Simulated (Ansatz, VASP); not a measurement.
# WS2: VASP beside Ansatz

File INCAR:

```
SYSTEM = WS2
  ALGO = Normal
  DIPOL = 0.5 0.5 0.500
  EDIFF = 1E-7
  ENCUT = 520
  GGA = PE
  IDIPOL = 3
  ISIF = 2
  ISMEAR = 0
  IVDW = 12
  LASPH = .TRUE.
  LCHARG = .FALSE.
  LDIPOL = .TRUE.
  LREAL = .FALSE.
  LWAVE = .FALSE.
  NBANDS = 20
  NELM = 100
  PREC = Accurate
  SIGMA = 0.02
```

The input KPOINTS:

```
k-points
0
G
  12 12 1
  0 0 0
```

POSCAR

```
WS2
1.0
    3.0960000000      0.0000000000      0.0000000000
   -1.5480000000      2.6812146501      0.0000000000
    0.0000000000      0.0000000000     32.2910878415
S W
2 1
Direct
    0.3333333333      0.6666666667      0.4486606861
    0.3333333333      0.6666666667      0.5513515590
    0.6666666667      0.3333333333      0.5000061201
```

Input for Ansatz:

```yaml
crystal:
  lattice:
    - [3.096, 0.0, 0.0]
    - [-1.548, 2.6812146501, 0.0]
    - [0.0, 0.0, 32.2910878415]
  atoms:
    - { symbol: S, position: [0.3333333333, 0.6666666667, 0.4486606861] }
    - { symbol: W, position: [0.6666666667, 0.3333333333, 0.5000061201] }
    - { symbol: S, position: [0.3333333333, 0.6666666667, 0.551351559] }
  periodic: [true, true, false]
basis:
  ecutwfc: 420
kpoints:
  mp_grid: { grid: [12, 12, 1] }
hamiltonian:
  xc: pbe
  pseudopotentials: { kind: paw, azcp: { folder: soft_1 } }
  dispersion: d3bj
scf:
  occupations: { method: gaussian, width: 0.02 }
output:
  forces: true
  stress: true
  eigenvalues: true
```

Alike in both runs: task single point; functional PBE; dispersion D3(BJ); k mesh 12 × 12 × 1; occupations gaussian, width 0.02 eV; no spin polarisation.

|  | VASP | Ansatz |
| --- | --- | --- |
| version | VASP 6.6.1 | Ansatz 0.2.0 |
| potentials or method | VASP PAW PBE potentials, release 64 (S, W_sv), cutoff 520 eV | scalar-relativistic, plane waves, PAW |
| valence electrons in the cell | 26 | 26 |

```csv
,VASP,Ansatz,Ansatz less VASP
gap on the k mesh at the Fermi level (eV),1.64,1.64,+0.001
least direct gap on the mesh (eV),2.37,2.37,-0.002
rms of the force components (eV/Å),0.516,0.517,+0.0012
```

Spin-orbit coupling is off throughout.
